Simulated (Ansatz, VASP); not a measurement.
Sn: VASP beside Ansatz

```
Sn
1.0
    -2.02919    2.02919    1.66076
     2.02919   -2.02919    1.66076
     2.02919    2.02919   -1.66076
Sn
1
Direct
  0.00000 0.00000 0.00000
```

Alike in both runs: task single point; functional PBE; k mesh 10 × 10 × 10; occupations gaussian, width 0.021 eV; no spin polarisation.

|  | VASP | Ansatz |
| --- | --- | --- |
| version | VASP 6.6.1 | Ansatz 0.2.0 |
| potentials or method | VASP PAW PBE potentials, release 64 (Sn_d) | Ansatz PAW |
| plane-wave cutoff (eV) | 520 | 420 |
| valence electrons in the cell | 14 | 14 |

|  | VASP | Ansatz | Ansatz less VASP |
| --- | --- | --- | --- |
| gap on the k mesh at the Fermi level (eV) | none | none | - |
| pressure (GPa) | 0.8 | 0.8 | -0.01 |
| traceless stress, the component that is largest in VASP (GPa) | 0.98 | 0.98 | -0.002 |

A gap of «none» marks a metal or a gap that the smearing closes. The functional is the same, so the differences come from potentials, cutoffs and numerics.
